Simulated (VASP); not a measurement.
# SnO2: single point with PBE

The system is SnO2.

```xyz
6
Lattice="4.8277 0.0000 0.0000 0.0000 4.8277 0.0000 0.0000 0.0000 3.2380" Properties=species:S:1:pos:R:3 pbc="T T T"
Sn    0.0000    0.0000   -0.0875
Sn    2.4139    2.4139    1.6190
O     1.4802    1.4802    0.0000
O     0.9337    3.8941    1.6190
O     3.3475    3.3475    0.0000
O     3.8941    0.9337    1.6190
```

This cell differs from its parent crystal: atom 1 (Sn) moved +0.087 Å towards its neighbour atom 1 (Sn) at 3.238 Å.

* Program: VASP 6.6.1
* Task: single point
* Functional: PBE
* Potentials or basis: VASP PAW PBE potentials, release 64 (Sn_d, O)
* Cutoff: 520 eV
* k mesh: 6 × 6 × 8
* Occupations: gaussian, width 0.05 eV
* Spin: no spin polarisation
* Dipole correction: no
* Further INCAR settings: ALGO = Normal; EDIFF = 1e-07; NBANDS = 35

```yaml
Pressure: 1.1 GPa
Largest_force: 1.568 eV/Å
Band_gap_on_the_k_mesh: 0.67 eV, direct
```

Forces in eV/Å, atoms in the order of the input:
```
Sn   0.000  0.000  1.568
Sn   0.000  0.000 -0.006
O   -0.025 -0.025 -0.036
O    0.128 -0.128 -0.745
O    0.025  0.025 -0.036
O   -0.128  0.128 -0.745
```

Stress tensor (GPa, compression positive):
```
 0.91 -0.50  0.00
-0.50  0.91  0.00
 0.00  0.00  1.61
```

Levels at points of the mesh, in eV from the valence-band top:
```csv
k point,band 22,band 23,band 24,band 25,band 26,band 27,band 28,band 29,band 30,band 31
"(0.00, 0.00, 0.00)",-1.26,-1.25,-0.73,-0.73,0.00,0.67,5.66,6.06,6.11,10.10
"(0.50, 0.00, 0.00)",-1.89,-1.21,-1.20,-0.61,-0.60,3.87,3.88,6.80,6.85,10.36
"(0.50, 0.50, 0.00)",-1.86,-1.32,-1.32,-0.86,-0.84,4.24,4.28,7.15,7.19,10.49
"(0.00, 0.00, 0.50)",-2.55,-1.53,-1.51,-1.19,-1.17,5.57,5.60,9.33,9.40,10.24
"(0.50, 0.00, 0.50)",-1.65,-1.02,-1.01,-0.75,-0.74,5.83,5.85,7.61,7.62,10.58
"(0.50, 0.50, 0.50)",-2.39,-0.92,-0.90,-0.79,-0.77,4.34,4.36,8.61,8.63,10.57
```

It took 60 s on 1 thread of Intel(R) Xeon(R) 6975P-C (Granite Rapids), on a shared host, peak memory 0.26 GiB.

Caveat: the cell differs from its parent crystal (atom 1 (Sn) moved +0.087 Å towards its neighbour atom 1 (Sn) at 3.238 Å); spin-orbit coupling is left out, which moves the levels of the heavy elements; forces of over 1 eV/Å act on the atoms, so gaps and moduli don't describe the material at rest.
